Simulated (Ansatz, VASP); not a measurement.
**One calculation of LiCl, two programs**

```xyz
2
Lattice="0.0000 2.6251 2.6251 2.6251 0.0000 2.6251 2.6251 2.6251 0.0000" Properties=species:S:1:pos:R:3 pbc="T T T"
Li    0.0000    0.0000    0.0000
Cl    2.6251    2.6251    2.6251
```

Alike in both runs: task single point; functional PBE; k mesh 8 × 8 × 8; no spin polarisation.

```csv
,VASP,Ansatz
version,VASP 6.6.1,Ansatz 0.2.0
potentials or method,"VASP PAW PBE potentials, release 64 (Li_sv, Cl)","plane waves, PAW"
plane-wave cutoff (eV),520,420
occupations,"gaussian, width 0.01 eV",fixed
valence electrons in the cell,10,10
```

```csv
,VASP,Ansatz,Ansatz less VASP
gap on the k mesh at the Fermi level (eV),5.96,5.95,-0.011
```

Noted on VASP's run: the cutoff is short for stress, so the pressure is rough.
